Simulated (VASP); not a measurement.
# Ge54H (a cell with a defect) in VASP: single point with PBE

Aim: the single point of Ge54H (a cell with a defect) with PBE.

All numbers are computed with VASP 6.6.1; they aren't measurements. Logs are shortened: lines on timing, memory, paths and dates and some standing lists are left out, and cuts for length are marked.

## (1) The cell of the first run

The cell holds a defect, 55 atoms: a = 12.032 Å, b = 12.032 Å, c = 12.032 Å, α = 60.00°, β = 60.00°, γ = 60.00°.

## (2) Single point, PBE

The input, INCAR:

```
  PREC = Accurate
  ENCUT = 410
  EDIFF = 1E-6
  ISMEAR = -1
  SIGMA = 0.01
  LREAL = Auto
  LASPH = True
  NELM = 120
  ALGO = Normal
  ISIF = 2
  LWAVE = False
  LCHARG = True
  GGA = PE
  LELF = True
  LVHAR = True
  NBANDS = 412
  NELECT = 758.0
  GGA_COMPAT = False
```

The input, KPOINTS:

```
Automatic mesh
0
Gamma
  1 1 1
  0.25 0.25 0.25
```

The input, POSCAR:

```
Ge54H
1.0
    0.0000000000      8.5082529600      8.5082529600
    8.5082529600      0.0000000000      8.5082529600
    8.5082529600      8.5082529600      0.0000000000
Ge H
54 1
Direct
   -0.0047763037     -0.0028070392      0.0051384227
    0.0813421984      0.0821921966      0.0849697351
   -0.0010721355      0.0011450059      0.3350174252
    0.0830907947      0.0841019306      0.4191358105
   -0.0007012015     -0.0024680742      0.6689885722
    0.0785209964      0.0830623517      0.7554351675
   -0.0043472497      0.3319793750      0.0021787669
    0.0868642486      0.4110863906      0.0828768260
   -0.0004975169      0.3340051140      0.3333930025
    0.0799045354      0.4170397867      0.4211795320
   -0.0058356281      0.3335466180      0.6712898672
    0.0807223296      0.4172715617      0.7520679075
    0.0104776504      0.6590722592     -0.0066005912
    0.0848493226      0.7479168203      0.0801235581
    0.0025923066      0.6671314342      0.3288650459
    0.0817603806      0.7509024508      0.4163539820
   -0.0054671036      0.6673061469      0.6659062121
    0.0860465131      0.7470783403      0.7456325676
    0.3314037574     -0.0029755815      0.0033368778
    0.4164721026      0.0812401798      0.0854020212
    0.3330466329     -0.0000136338      0.3356893611
    0.4126124384      0.0850731641      0.4224420709
    0.3289520790     -0.0005407103      0.6723520712
    0.4152621010      0.0833139310      0.7534141298
    0.3353280648      0.3295410954      0.0012558395
    0.4145165308      0.4172680945      0.0858740923
    0.3295437398      0.3346185772      0.3370476305
    0.4149650953      0.4182882217      0.4191292874
    0.3309604232      0.3334328461      0.6693308282
    0.4179861032      0.4152308960      0.7513329152
    0.3351940185      0.6663073520     -0.0027074301
    0.4214887612      0.7473153455      0.0815570486
    0.3313863625      0.6681734813      0.3314738071
    0.4139407957      0.7496562491      0.4183744908
    0.3340052316      0.6651786244      0.6662095058
    0.4198119775      0.7493946795      0.7478167997
    0.6649903366      0.0029711152     -0.0000051714
    0.7462275193      0.0881340157      0.0836112306
    0.6631232671      0.0077454796      0.3322988295
    0.7487710497      0.0855304260      0.4195397712
    0.6655127706     -0.0027623767      0.6691250280
    0.7492304272      0.0822604832      0.7516615961
    0.6635103031      0.3380638203     -0.0007463929
    0.7459924534      0.4232427640      0.0828841718
    0.6652094768      0.3350210100      0.3330182487
    0.7492353048      0.4148886401      0.4200062594
    0.6676191959      0.3307680217      0.6684052563
    0.7443928301      0.4244046947      0.7492827881
    0.6731763885      0.6745870189      0.0046485454
    0.7677230015      0.7595311905      0.0945007752
    0.6618352823      0.6627250067      0.3375673024
    0.7544465979      0.7593975556      0.3965035497
    0.6688041631      0.6738343379      0.6504310610
    0.7444862100      0.7470278599      0.7529801982
    0.8334796854      0.8127070308      0.1583932690
```

Potentials or basis: VASP PAW PBE potentials, release 64 (Ge_d, H).

On the command line:

```
$ cat potpaw_PBE.64/Ge_d/POTCAR potpaw_PBE.64/H/POTCAR > POTCAR
$ mpirun -np 1 vasp_std > vasp.out
```

OUTCAR:

```text
PREC = Accurate
   ENCUT = 410
   EDIFF = 1E-6
   ISMEAR = -1
   LREAL = Auto
   LASPH = True
   NELM = 120
   ISIF = 2
   GGA = PE
   NELECT = 758.0

 ion  position               nearest neighbor table
   1  0.995  0.997  0.005-  38 2.45  14 2.45   6 2.45   2 2.47
   2  0.081  0.082  0.085-   7 2.45  19 2.46   3 2.46   1 2.47
   3  0.999  0.001  0.335-   2 2.46  40 2.46  16 2.46   4 2.47
   4  0.083  0.084  0.419-   5 2.46   9 2.46  21 2.46   3 2.47
   5  0.999  0.998  0.669-   4 2.46  42 2.46  18 2.46   6 2.47
   6  0.079  0.083  0.755-   1 2.45  23 2.46  11 2.46   5 2.47
[... 41 lines left out ...]
  48  0.744  0.424  0.749-  11 2.46  53 2.46  43 2.46  47 2.47
  49  0.673  0.675  0.005-  44 2.48  32 2.48  54 2.49  50 2.65
  50  0.768  0.760  0.095-  55 1.80  37 2.42  13 2.42  51 2.43  49 2.65
  51  0.662  0.663  0.338-  50 2.43  46 2.44  34 2.44  52 2.45
  52  0.754  0.759  0.397-  15 2.44  39 2.45  51 2.45  53 2.49
  53  0.669  0.674  0.650-  36 2.45  48 2.46  54 2.48  52 2.49
  54  0.744  0.747  0.753-  17 2.46  41 2.46  53 2.48  49 2.49
  55  0.833  0.813  0.158-  50 1.80

  LATTYP: Found a face centered cubic cell.
 ALAT       =    17.0165059200

  Lattice vectors:

 A1 = (   0.0000000000,   8.5082529600,   8.5082529600)
 A2 = (   8.5082529600,   0.0000000000,   8.5082529600)
 A3 = (   8.5082529600,   8.5082529600,   0.0000000000)

Analysis of symmetry for initial positions (statically):
=====================================================================
 Subroutine PRICEL returns:
 Original cell was already a primitive cell.

 Routine SETGRP: Setting up the symmetry group for a
 face centered cubic supercell.

 Subroutine GETGRP returns: Found  1 space group operations
 (whereof  1 operations were pure point group operations)
 out of a pool of 48 trial point group operations.

The static configuration has the point symmetry C_1 .

Analysis of symmetry for dynamics (positions and initial velocities):
=====================================================================
 Subroutine PRICEL returns:
 Original cell was already a primitive cell.

 Routine SETGRP: Setting up the symmetry group for a
 face centered cubic supercell.

 Subroutine GETGRP returns: Found  1 space group operations
 (whereof  1 operations were pure point group operations)
 out of a pool of 48 trial point group operations.

The dynamic configuration has the point symmetry C_1 .

 Subroutine INISYM returns: Found  1 space group operations
 (whereof  1 operations are pure point group operations),
 and found     1 'primitive' translations
[... 185 lines left out ...]
   NFREE  =      0    steps in history (QN), initial steepest desc. (CG)
   ISIF   =      2    stress and relaxation
   ISYM   =      2    0-nonsym 1-usesym 2-fastsym
   POTIM  = 0.5000    time-step for ionic-motion
   TEBEG  =    0.0;   TEEND  =   0.0 temperature during run
   PSTRESS=    0.0 pullay stress
   NELECT =     758.0000    total number of electrons
   NUPDOWN=      -1.0000    fix difference up-down
   EMIN   =  10.00;   EMAX   =-10.00  energy-range for DOS
   EFERMI =   0.00;   METHOD = LEGACY
   ISMEAR =    -1;   SIGMA  =   0.01  broadening in eV -4-tet -1-fermi 0-gaus
   EFERMI_NEDOS =   21; number of points for ismear=-14 and -15
   IALGO  =     38    algorithm
   IMIX   =      4    mixing-type and parameters
     AMIX     =   0.40;   BMIX     =  1.00
     AMIX_MAG =   1.60;   BMIX_MAG =  1.00
  volume/ion in A,a.u.               =      22.40       151.14
  Fermi-wavevector in a.u.,A,eV,Ry     =   1.392454  2.631356 26.380717  1.938928
  Thomas-Fermi vector in A             =   2.516195
   LORBIT       =      0    0 simple, 1 ext, 2 COOP (PROOUT), +10 PAW based schemes
   GGA     = PE    functional components
   LHFCALC =     F    Hartree Fock is set to
   AEXX    =    0.0000 exact exchange contribution
   IVDW    =     0    specifies the selected vdW correction
   LEPSILON=     F    determine dielectric tensor
   LRPA    =     F    only Hartree local field effects (RPA)
 non-spin polarized calculation
  energy-cutoff  :      410.00
  volume of cell :     1231.83
 maximum number of plane-waves:     23207
 NGX is ok and might be reduce to    80
   NGX = 39   NGY = 39   NGZ = 39

 number of electron     758.0000025 magnetization

 Free energy of the ion-electron system (eV)
  ---------------------------------------------------
  ext. energy  EPLUGINS =         0.00000000
  ---------------------------------------------------
  free energy    TOTEN  =      -231.86201753 eV

  energy without entropy =     -231.86201713  energy(sigma->0) =     -231.86201733

 E-fermi :   5.0519     XC(G=0):  -9.8940

 val. band max:        4.9167714764   @ k =   0.0000   0.0000  -0.2500
 cond. band min:       5.1884019366   @ k =   0.0000   0.2500   0.0000
 fundamental gap:      0.2716304602
 Fermi energy:         5.0519345389

 k-point     1 :       0.2500    0.2500    0.2500
  band No.  band energies     occupation
      1     -19.9143      2.00000
      2     -19.9136      2.00000
      3     -19.9096      2.00000
      4     -19.9061      2.00000
      5     -19.9047      2.00000
      6     -19.8998      2.00000
[... 1565 lines left out ...]
    390       6.0652      0.00000
    391       6.0822      0.00000
 [bands above 391 left out]

------------------------ aborting loop because EDIFF is reached ----------------------------------------

  FORCE on cell =-STRESS in cart. coord.  units (eV):
  Direction    XX          YY          ZZ          XY          YZ          ZX
  --------------------------------------------------------------------------------------
  -------------------------------------------------------------------------------------
  Total       37.7885488     37.8117467     37.8004362     -1.8094041     -1.4927086     -1.8333646
  in kB       49.1495584     49.1797306     49.1650197     -2.3533958     -1.9414868     -2.3845599
  external PRESSURE =      49.1647696 kB  Pullay stress =       0.0000000 kB

 VOLUME and BASIS-vectors are now :
 -----------------------------------------------------------------------------
  energy-cutoff  :      410.00
  volume of cell :     1231.83
      direct lattice vectors                 reciprocal lattice vectors
     0.000000000  8.508252960  8.508252960    -0.058766471  0.058766471  0.058766471
     8.508252960  0.000000000  8.508252960     0.058766471 -0.058766471  0.058766471
     8.508252960  8.508252960  0.000000000     0.058766471  0.058766471 -0.058766471

 POSITION                                       TOTAL-FORCE (eV/Angst)
 -----------------------------------------------------------------------------------
      8.52809      8.51133     16.95198         0.008679      0.030672      0.054555
      1.42226      1.41502      1.39139        -0.037630     -0.034166     -0.031662
      2.86015     11.34954      8.50887         0.015927      0.037944      0.023145
      4.28167      4.27307      1.42252        -0.083734     -0.078215     -0.067025
     14.17918     14.19421     16.98954         0.064418      0.062335      0.074474
      7.13415      7.09551      1.37479        -0.067510     -0.032347     -0.002386
[... 47 lines left out ...]
     12.76245     12.74082     12.69018         0.039572      0.017548     -0.158529
      8.26237      8.43911     14.00617         0.130418     -0.042481     -0.034786
 -----------------------------------------------------------------------------------
    total drift:                               -0.001293      0.002120      0.007316

  FREE ENERGIE OF THE ION-ELECTRON SYSTEM (eV)
  ---------------------------------------------------
  free  energy   TOTEN  =      -231.8620175295 eV

  energy  without entropy=     -231.8620171319  energy(sigma->0) =     -231.86201733
```

It took 1.6 h on 1 thread of Intel Xeon 8259CL, shared host; peak memory 1.5 GiB.

What came out:

```
Free energy   : -231.8620 eV
Largest force : 0.304 eV/Å
```

Forces in eV/Å, atoms in the order of the input:
```
Ge   0.009  0.031  0.055
Ge  -0.038 -0.034 -0.032
Ge   0.016  0.038  0.023
Ge  -0.084 -0.078 -0.067
Ge   0.064  0.062  0.074
Ge  -0.068 -0.032 -0.002
Ge   0.023  0.102  0.071
Ge  -0.045 -0.107 -0.124
Ge   0.069  0.083  0.049
Ge  -0.055 -0.084  0.010
Ge  -0.004  0.055  0.082
Ge  -0.050 -0.054 -0.061
Ge   0.067  0.084  0.098
Ge  -0.034 -0.066 -0.052
Ge   0.062  0.006 -0.021
Ge  -0.057 -0.023 -0.035
Ge   0.033  0.070  0.106
Ge  -0.027 -0.137 -0.118
Ge   0.073  0.039  0.049
Ge  -0.098 -0.073 -0.119
Ge   0.059  0.058  0.044
Ge  -0.135 -0.028  0.010
Ge   0.021  0.019  0.067
Ge  -0.061 -0.060 -0.058
Ge   0.107  0.056  0.081
Ge  -0.068 -0.034 -0.054
Ge   0.007  0.026  0.079
Ge  -0.066 -0.055 -0.058
Ge   0.017  0.036  0.042
Ge  -0.061 -0.087 -0.086
Ge   0.201  0.099  0.105
Ge  -0.204  0.012  0.016
Ge   0.101  0.051  0.028
Ge  -0.125 -0.142 -0.066
Ge   0.091  0.093  0.078
Ge  -0.044 -0.071 -0.088
Ge   0.117  0.007  0.108
Ge  -0.099 -0.069 -0.049
Ge  -0.042  0.061 -0.044
Ge  -0.070 -0.091 -0.066
Ge   0.034  0.045  0.071
Ge  -0.131 -0.085 -0.110
Ge   0.075  0.160  0.105
Ge   0.012 -0.188 -0.002
Ge   0.033  0.095  0.027
Ge  -0.154 -0.121 -0.093
Ge   0.117  0.057  0.088
Ge  -0.100 -0.020 -0.101
Ge  -0.009 -0.030  0.039
Ge   0.063  0.012 -0.012
Ge   0.102  0.085  0.135
Ge   0.014  0.053 -0.187
Ge   0.172  0.197  0.156
Ge   0.040  0.018 -0.159
H    0.130 -0.042 -0.035
```

Caveat: the cell carries a net charge on a neutralising background, which shifts energy and pressure; the cell is charged against a uniform background, so pressure and absolute levels hang on convention.
